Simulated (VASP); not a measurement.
# GaP (F-43m) in VASP: notebook

Aim: see how the results for GaP move with the level of theory and the settings. Levels: r2SCAN+rVV10, PBEsol. Tasks: single point, relaxation of cell and atoms.

All numbers are computed with VASP 6.6.1; they aren't measurements. Logs are shortened: lines on timing, memory, paths and dates and some standing lists are left out, and cuts for length are marked.

## Step 1: The cell of the first run

It takes space group F-43m (No. 216, cubic). Conventional cell: a = 5.437 Å, b = 5.437 Å, c = 5.437 Å, α = 90.00°, β = 90.00°, γ = 90.00°. Within 3.1 Å of Ga (site symmetry -43m) lie 4 P at 2.35 Å. P (site symmetry -43m) has 4 Ga at 2.35 Å within 3.1 Å.

## Step 2: Single point, r2SCAN+rVV10

POSCAR

```
GaP
1.0
    0.0000000000      2.7183580499      2.7183580499
    2.7183580499      0.0000000000      2.7183580499
    2.7183580499      2.7183580499      0.0000000000
Ga P
1 1
Direct
    0.0000000000      0.0000000000      0.0000000000
    0.2500000000      0.2500000000      0.2500000000
```

INCAR.step1

```
SYSTEM = GaP
ALGO = Normal
EDIFF = 1E-5
ENCUT = 550
GGA = PE
GGA_COMPAT = .False.
ISMEAR = -1
LASPH = .True.
LCHARG = .False.
LREAL = .False.
LWAVE = .True.
NBANDS = 16
NELM = 120
PREC = Accurate
SIGMA = 0.03
```

INCAR.step2

```
SYSTEM = GaP
ALGO = Normal
BPARAM = 11.95
CPARAM = 0.0093
EDIFF = 1E-6
ENCUT = 550
GGA_COMPAT = .False.
ISIF = 2
ISMEAR = -1
ISTART = 1
IVDW_NL = 2
LASPH = .True.
LCHARG = .False.
LMIXTAU = .True.
LREAL = .False.
LUSE_VDW = .True.
LWAVE = .False.
METAGGA = R2SCAN
NBANDS = 16
NELM = 120
PREC = Accurate
SIGMA = 0.03
```

KPOINTS

```
k-points
0
Gamma
  10 10 10
  0 0 0
```

Potentials or basis: VASP PAW PBE potentials, release 64 (Ga_d, P).

Started as:

```sh
$ cat potpaw_PBE.64/Ga_d/POTCAR potpaw_PBE.64/P/POTCAR > POTCAR
$ cp INCAR.step1 INCAR
$ mpirun -np 1 vasp_std > vasp.out
$ cp INCAR.step2 INCAR
$ mpirun -np 1 vasp_std > vasp.out
```

OUTCAR:

```text
SYSTEM = GaP
   BPARAM = 11.95
   EDIFF = 1E-6
   ENCUT = 550
   ISIF = 2
   ISMEAR = -1
   ISTART = 1
   IVDW_NL = 2
   LASPH = .True.
   LREAL = .False.
   METAGGA = R2SCAN
   NELM = 120
   PREC = Accurate

 ion  position               nearest neighbor table
   1  0.000  0.000  0.000-   2 2.35   2 2.35   2 2.35   2 2.35
   2  0.250  0.250  0.250-   1 2.35   1 2.35   1 2.35   1 2.35

  LATTYP: Found a face centered cubic cell.
 ALAT       =     5.4367160998

  Lattice vectors:

 A1 = (   0.0000000000,   2.7183580499,   2.7183580499)
 A2 = (   2.7183580499,   0.0000000000,   2.7183580499)
 A3 = (   2.7183580499,   2.7183580499,   0.0000000000)

Analysis of symmetry for initial positions (statically):
=====================================================================
 Subroutine PRICEL returns:
 Original cell was already a primitive cell.

 Routine SETGRP: Setting up the symmetry group for a
 face centered cubic supercell.

 Subroutine GETGRP returns: Found 24 space group operations
 (whereof 24 operations were pure point group operations)
 out of a pool of 48 trial point group operations.

The static configuration has the point symmetry T_d .

Analysis of symmetry for dynamics (positions and initial velocities):
=====================================================================
 Subroutine PRICEL returns:
 Original cell was already a primitive cell.

 Routine SETGRP: Setting up the symmetry group for a
 face centered cubic supercell.

 Subroutine GETGRP returns: Found 24 space group operations
 (whereof 24 operations were pure point group operations)
 out of a pool of 48 trial point group operations.

The dynamic configuration has the point symmetry T_d .

 Subroutine INISYM returns: Found 24 space group operations
 (whereof 24 operations are pure point group operations),
 and found     1 'primitive' translations

----------------------------------------------------------------------------------------

                                     Primitive cell

  volume of cell :      40.1745

  direct lattice vectors                    reciprocal lattice vectors
     0.000000000  2.718358050  2.718358050    -0.183934563  0.183934563  0.183934563
     2.718358050  0.000000000  2.718358050     0.183934563 -0.183934563  0.183934563
     2.718358050  2.718358050  0.000000000     0.183934563  0.183934563 -0.183934563

  length of vectors
     3.844338822  3.844338822  3.844338822     0.318584008  0.318584008  0.318584008

[... 74 lines left out ...]
   ISPIN  =      1    spin polarized calculation?
   LNONCOLLINEAR =      F non collinear calculations
   LSORBIT =      F    spin-orbit coupling
   LASPH  =      T    aspherical Exc in radial PAW
   ENCUT  =  550.0 eV  40.42 Ry    6.36 a.u.   7.35  7.35  7.35*2*pi/ulx,y,z
   NELM   =    120;   NELMIN=  2; NELMDL=  0     # of ELM steps
   EDIFF  = 0.1E-05   stopping-criterion for ELM
   LREAL  =      F    real-space projection
   EDIFFG = 0.1E-04   stopping-criterion for IOM
   NSW    =      0    number of steps for IOM
   IBRION =     -1    ionic relax: 0-MD 1-quasi-New 2-CG
   NFREE  =      0    steps in history (QN), initial steepest desc. (CG)
   ISIF   =      2    stress and relaxation
   ISYM   =      2    0-nonsym 1-usesym 2-fastsym
   POTIM  = 0.5000    time-step for ionic-motion
   TEBEG  =    0.0;   TEEND  =   0.0 temperature during run
   PSTRESS=    0.0 pullay stress
   NELECT =      18.0000    total number of electrons
   NUPDOWN=      -1.0000    fix difference up-down
   EMIN   =  10.00;   EMAX   =-10.00  energy-range for DOS
   EFERMI =   0.00;   METHOD = LEGACY
   ISMEAR =    -1;   SIGMA  =   0.03  broadening in eV -4-tet -1-fermi 0-gaus
   EFERMI_NEDOS =   21; number of points for ismear=-14 and -15
   IALGO  =     38    algorithm
   IMIX   =      4    mixing-type and parameters
     AMIX     =   0.40;   BMIX     =  1.00
     AMIX_MAG =   1.60;   BMIX_MAG =  1.00
  volume/ion in A,a.u.               =      20.09       135.56
  Fermi-wavevector in a.u.,A,eV,Ry     =   1.252706  2.367270 21.351231  1.569271
  Thomas-Fermi vector in A             =   2.386593
   LORBIT       =      0    0 simple, 1 ext, 2 COOP (PROOUT), +10 PAW based schemes
   METAGGA = R2SCAN    functional components
   LHFCALC =     F    Hartree Fock is set to
   AEXX    =    0.0000 exact exchange contribution
   IVDW_NL    =     2    kernel type
   BPARAM     =11.9500
   IVDW    =     0    specifies the selected vdW correction
   LEPSILON=     F    determine dielectric tensor
   LRPA    =     F    only Hartree local field effects (RPA)
 non-spin polarized calculation
  energy-cutoff  :      550.00
  volume of cell :       40.17
 maximum number of plane-waves:      1243
 NGX is ok and might be reduce to    30
   NGX = 15   NGY = 15   NGZ = 15

 number of electron      17.9999987 magnetization

 Free energy of the ion-electron system (eV)
  ---------------------------------------------------
  ext. energy  EPLUGINS =         0.00000000
  ---------------------------------------------------
  free energy    TOTEN  =       -20.95111715 eV

  energy without entropy =      -20.95111715  energy(sigma->0) =      -20.95111715

 E-fermi :   5.0781     XC(G=0): -10.6402

 val. band max:        4.5322838098   @ k =   0.0000   0.0000   0.0000
 cond. band min:       6.3389101223   @ k =   0.4000   0.4000   0.0000
 fundamental gap:      1.8066263126
 Fermi energy:         5.0781337539

 k-point     1 :       0.0000    0.0000    0.0000
  band No.  band energies     occupation
      1     -10.4546      2.00000
      2     -10.4546      2.00000
      3     -10.4546      2.00000
      4     -10.3381      2.00000
      5     -10.3381      2.00000
      6      -8.5590      2.00000
[... 433 lines left out ...]
      3     -10.3994      2.00000
      4     -10.3652      2.00000
      5     -10.3201      2.00000
      6      -6.4596      2.00000
[... 8 lines left out ...]
     15      16.9417      0.00000
     16      19.1022      0.00000

 [... further k-points ...]
[... 5 lines left out ...]
  --------------------------------------------------------------------------------------
  -------------------------------------------------------------------------------------
  Total       -0.0231404     -0.0231404     -0.0231404      0.0000000      0.0000000     -0.0000000
  in kB       -0.9228521     -0.9228521     -0.9228521      0.0000000      0.0000000     -0.0000000
  external PRESSURE =      -0.9228521 kB  Pullay stress =       0.0000000 kB

 VOLUME and BASIS-vectors are now :
 -----------------------------------------------------------------------------
  energy-cutoff  :      550.00
  volume of cell :       40.17
      direct lattice vectors                 reciprocal lattice vectors
     0.000000000  2.718358050  2.718358050    -0.183934563  0.183934563  0.183934563
     2.718358050  0.000000000  2.718358050     0.183934563 -0.183934563  0.183934563
     2.718358050  2.718358050  0.000000000     0.183934563  0.183934563 -0.183934563

 POSITION                                       TOTAL-FORCE (eV/Angst)
 -----------------------------------------------------------------------------------
      0.00000      0.00000      0.00000         0.000000     -0.000000     -0.000000
      1.35918      1.35918      1.35918        -0.000000      0.000000      0.000000
 -----------------------------------------------------------------------------------
    total drift:                               -0.000002     -0.000002     -0.000002

  FREE ENERGIE OF THE ION-ELECTRON SYSTEM (eV)
  ---------------------------------------------------
  free  energy   TOTEN  =       -20.9511171475 eV

  energy  without entropy=      -20.9511171474  energy(sigma->0) =      -20.95111715
```

Wall time 2.6 min (1 thread of AMD EPYC 7R13 (Zen 3), shared host); peak memory 0.27 GiB.

What came out:

* Free energy: -20.9511 eV
* Pressure: -0.1 GPa
* Band gap on the k mesh: 1.81 eV, indirect (least direct gap 2.39 eV)

Levels at points of the mesh, in eV from the valence-band top:
```
           k point  band 7  band 8  band 9  band 10  band 11  band 12
(0.00, 0.00, 0.00)    0.00    0.00    0.00     2.39     4.18     4.18
(0.50, 0.00, 0.00)   -6.91   -1.18   -1.18     2.04     5.03     5.03
(0.50, 0.50, 0.00)   -7.00   -2.83   -2.83     1.84     2.06    11.41
```

Caveat: the PAW data sets were made with another functional, which shifts forces and pressure a little. A k mesh can miss the band edges.

## Step 3: Relaxation of cell and atoms, PBEsol

This run uses another cell than the first one, of 17.67 Å³/atom, 0.880 times its volume.

INCAR

```
SYSTEM = GaP
PREC = Accurate
ENCUT = 500
EDIFF = 1E-7
ISMEAR = -1
SIGMA = 0.03
LREAL = .FALSE.
LASPH = .TRUE.
NELM = 120
ALGO = Normal
ISIF = 3
LWAVE = .FALSE.
LCHARG = .FALSE.
GGA = PS
IBRION = 2
NSW = 100
EDIFFG = -0.01
GGA_COMPAT = .FALSE.
NELMIN = 4
```

KPOINTS

```
regular mesh
0
G
  8 8 8
  0 0 0
```

POSCAR

```
GaP
1.0
    0.0000000000      2.6047734745      2.6047734745
    2.6047734745      0.0000000000      2.6047734745
    2.6047734745      2.6047734745      0.0000000000
Ga P
1 1
Direct
    0.0000000000      0.0000000000      0.0000000000
    0.2500000000      0.2500000000      0.2500000000
```

Potentials or basis: VASP PAW PBE potentials, release 64 (Ga_d, P).

Started as:

```sh
$ cat potpaw_PBE.64/Ga_d/POTCAR potpaw_PBE.64/P/POTCAR > POTCAR
$ mpirun -np 1 vasp_std > vasp.out
```

Run time: 40 s. Hardware: 1 thread of AMD EPYC 7R13 (Zen 3), shared host; peak memory 0.13 GiB.

Results (log left out):

| Item | Value |
| --- | --- |
| Free energy | -9.9194 eV |
| Relaxed volume | 20.09 Å³/atom |
| Relaxed cell | a = 3.845 Å, b = 3.845 Å, c = 3.845 Å, α = 60.00°, β = 60.00°, γ = 60.00° |
| Space group after relaxing (to 0.05 Å) | F-43m (No. 216) |
| Energy gained by relaxing | 96.6 meV/atom |
| Ionic steps | 3 |
| Pressure after relaxing | -0.1 GPa |
| Band gap on the k mesh | 1.50 eV, indirect (least direct gap 1.81 eV) |

Step by step:
```
step  energy change (eV)  largest force (eV/Å)  pressure (GPa)  volume (Å³)
   1              0.0000                0.0000           14.43        35.35
   2             -0.1047                0.0000           -6.54        44.13
   3             -0.1932                0.0000           -0.07        40.18
```

Final structure:
```cif
data_structure
_symmetry_space_group_name_H-M 'P 1'
_symmetry_Int_Tables_number 1
_cell_length_a 3.8446
_cell_length_b 3.8446
_cell_length_c 3.8446
_cell_angle_alpha 60.000
_cell_angle_beta 60.000
_cell_angle_gamma 60.000
_cell_volume 40.18
loop_
_atom_site_label
_atom_site_type_symbol
_atom_site_fract_x
_atom_site_fract_y
_atom_site_fract_z
_atom_site_occupancy
Ga1 Ga 0.00000 0.00000 0.00000 1
P1 P 0.25000 0.25000 0.25000 1
```

Levels at points of the mesh, in eV from the valence-band top:
```tsv
k point	band 5	band 6	band 7	band 8	band 9	band 10	band 11	band 12	band 13
(0.00, 0.00, 0.00)	-14.45	-12.58	0.00	0.00	0.00	1.81	3.82	3.82	3.82
(0.50, 0.00, 0.00)	-14.44	-10.47	-6.74	-1.14	-1.14	1.61	4.65	4.65	8.10
(0.50, 0.50, 0.00)	-14.43	-9.54	-6.84	-2.74	-2.74	1.50	1.71	10.60	10.60
```

Caveat: the PAW data sets were made with another functional, which shifts forces and pressure a little. A k mesh can miss the band edges.

## Step 4: Relaxation of cell and atoms, r2SCAN+rVV10

POSCAR

```
GaP
1.0
    0.0000000000      2.7192338453      2.7192338453
    2.7192338453      0.0000000000      2.7192338453
    2.7192338453      2.7192338453      0.0000000000
Ga P
1 1
Direct
    0.0000000000      0.0000000000      0.0000000000
    0.2500000000      0.2500000000      0.2500000000
```

INCAR.step1

```
PREC = Accurate ; ENCUT = 550
ISMEAR = -1 ; SIGMA = 0.03
LREAL = F ; LASPH = T
NELM = 120 ; GGA = PE
ALGO = Normal ; EDIFF = 1E-5
LWAVE = T ; LCHARG = F
GGA_COMPAT = F ; IBRION = 2
ISIF = 3 ; EDIFFG = -0.005
NELMIN = 4 ; NSW = 100
```

INCAR.step2

```
PREC = Accurate ; ENCUT = 550
EDIFF = 1E-7 ; ISMEAR = -1
SIGMA = 0.03 ; LREAL = F
LASPH = T ; NELM = 120
ALGO = Normal ; ISIF = 3
LWAVE = F ; LCHARG = F
METAGGA = R2SCAN ; LMIXTAU = T
LUSE_VDW = T ; IVDW_NL = 2
BPARAM = 11.95 ; CPARAM = 0.0093
IBRION = 2 ; NSW = 100
EDIFFG = -0.01 ; ISTART = 1
GGA_COMPAT = F ; NELMIN = 4
```

KPOINTS

```
regular mesh
0
Gamma
  8 8 8
```

Potentials or basis: VASP PAW PBE potentials, release 64 (Ga_d, P).

Started as:

```sh
$ cat potpaw_PBE.64/Ga_d/POTCAR potpaw_PBE.64/P/POTCAR > POTCAR
$ cp INCAR.step1 INCAR
$ mpirun -np 1 vasp_std > vasp.out
$ cp INCAR.step2 INCAR
$ mpirun -np 1 vasp_std > vasp.out
```

OUTCAR:

```text
PREC = Accurate
   ENCUT = 550
   EDIFF = 1E-7
   ISMEAR = -1
   LREAL = F
   LASPH = T
   NELM = 120
   ISIF = 3
   METAGGA = R2SCAN
   IVDW_NL = 2
   BPARAM = 11.95
   IBRION = 2
   NSW = 100
   EDIFFG = -0.01
   ISTART = 1
   NELMIN = 4

 ion  position               nearest neighbor table
   1  0.000  0.000  0.000-   2 2.35   2 2.35   2 2.35   2 2.35
   2  0.250  0.250  0.250-   1 2.35   1 2.35   1 2.35   1 2.35

  LATTYP: Found a face centered cubic cell.
 ALAT       =     5.4384676906

  Lattice vectors:

 A1 = (   0.0000000000,   2.7192338453,   2.7192338453)
 A2 = (   2.7192338453,   0.0000000000,   2.7192338453)
 A3 = (   2.7192338453,   2.7192338453,   0.0000000000)

Analysis of symmetry for initial positions (statically):
[... 261 lines left out ...]
 cond. band min:       6.3867831309   @ k =   0.5000   0.5000   0.0000
 fundamental gap:      1.8382555960
 Fermi energy:         5.1290395236

 k-point     1 :       0.0000    0.0000    0.0000
  band No.  band energies     occupation
      1     -10.4420      2.00000
      2     -10.4420      2.00000
      3     -10.4420      2.00000
      4     -10.3251      2.00000
      5     -10.3251      2.00000
      6      -8.5543      2.00000
      7       4.5485      2.00000
      8       4.5485      2.00000
      9       4.5485      2.00000
     10       6.9537      0.00000
     11       8.7231      0.00000
     12       8.7231      0.00000
     13       8.7231      0.00000
[... 354 lines left out ...]
  band No.  band energies     occupation
      1     -10.5466      2.00000
      2     -10.4063      2.00000
      3     -10.3939      2.00000
      4     -10.3310      2.00000
      5     -10.3172      2.00000
      6      -5.9247      2.00000
      7      -2.1250      2.00000
      8       1.2111      2.00000
      9       2.5051      2.00000
     10       8.3815      0.00000
     11       9.1500      0.00000
     12      11.4843      0.00000
     13      12.9746      0.00000

 [... further k-points ...]
[... 5 lines left out ...]
  --------------------------------------------------------------------------------------
  -------------------------------------------------------------------------------------
  Total        0.0088562      0.0088562      0.0088562      0.0000000      0.0000000     -0.0000000
  in kB        0.3537091      0.3537091      0.3537091      0.0000000      0.0000000     -0.0000000
  external PRESSURE =       0.3537091 kB  Pullay stress =       0.0000000 kB
[... 17 lines left out ...]
  FREE ENERGIE OF THE ION-ELECTRON SYSTEM (eV)
  ---------------------------------------------------
  free  energy   TOTEN  =       -20.9494719869 eV

  energy  without entropy=      -20.9494719869  energy(sigma->0) =      -20.94947199

 reached required accuracy - stopping structural energy minimisation
```

OUTCAR.step1:

```text
PREC = Accurate
   ENCUT = 550
   ISMEAR = -1
   LREAL = F
   LASPH = T
   NELM = 120
   GGA = PE
   EDIFF = 1E-5
[... 854 lines left out ...]
  -------------------------------------------------------------------------------------
  Total        0.0040291      0.0040291      0.0040291     -0.0000000     -0.0000000     -0.0000000
  in kB        0.1548187      0.1548187      0.1548187     -0.0000000     -0.0000000     -0.0000000
  external PRESSURE =       0.1548187 kB  Pullay stress =       0.0000000 kB
[... 17 lines left out ...]
  FREE ENERGIE OF THE ION-ELECTRON SYSTEM (eV)
  ---------------------------------------------------
  free  energy   TOTEN  =        -9.1253570706 eV

  energy  without entropy=       -9.1253570706  energy(sigma->0) =       -9.12535707

 reached required accuracy - stopping structural energy minimisation
```

Wall time 4.6 min (1 thread of AMD EPYC 7R13 (Zen 3), shared host); peak memory 0.27 GiB.

Results:

| Property | Result |
| --- | --- |
| Free energy | -20.9495 eV |
| Relaxed volume | 20.06 Å³/atom |
| Relaxed cell | a = 3.842 Å, b = 3.842 Å, c = 3.842 Å, α = 60.00°, β = 60.00°, γ = 60.00° |
| Space group after relaxing (to 0.05 Å) | F-43m (No. 216) |
| Energy gained by relaxing | 0.0 meV/atom |
| Ionic steps | 3 |
| Pressure after relaxing | 0.0 GPa |
| Band gap on the k mesh | 1.84 eV, indirect (least direct gap 2.41 eV) |

Final structure:
```yaml
crystal:
  lattice:
    - [0.00000, 2.71703, 2.71703]
    - [2.71703, 0.00000, 2.71703]
    - [2.71703, 2.71703, 0.00000]
  atoms:
    - { symbol: Ga, position: [0.00000, 0.00000, 0.00000] }
    - { symbol: P, position: [0.25000, 0.25000, 0.25000] }
```

Caveat: the PAW data sets were made with another functional, which shifts forces and pressure a little.

## Step 5: The runs side by side

| task | level | cell | k mesh | cutoff (eV) | gap on the mesh (eV) | pressure (GPa) | relaxed volume (Å³/atom) |
| --- | --- | --- | --- | --- | --- | --- | --- |
| single point | r2SCAN+rVV10 | a = 3.844 Å, angles 60.0°, 2 atoms | 10 × 10 × 10 | 550 | 1.81 | -0.1 | - |
| relaxation of cell and atoms | PBEsol | relaxed from a = 3.684 Å, angles 60.0°, 2 atoms | 8 × 8 × 8 | 500 | 1.50 | -0.1 | 20.09 |
| relaxation of cell and atoms | r2SCAN+rVV10 | relaxed from a = 3.846 Å, angles 60.0°, 2 atoms | 8 × 8 × 8 | 550 | 1.84 | 0.0 | 20.06 |

Alike in all rows: potentials or basis VASP PAW PBE potentials, release 64 (Ga_d, P); no spin polarisation; smearing fermi-dirac 0.03 eV.

Caveats: the PAW data sets were made with another functional, which shifts forces and pressure a little.

Absolute energies hang on the potentials; compare differences alone.
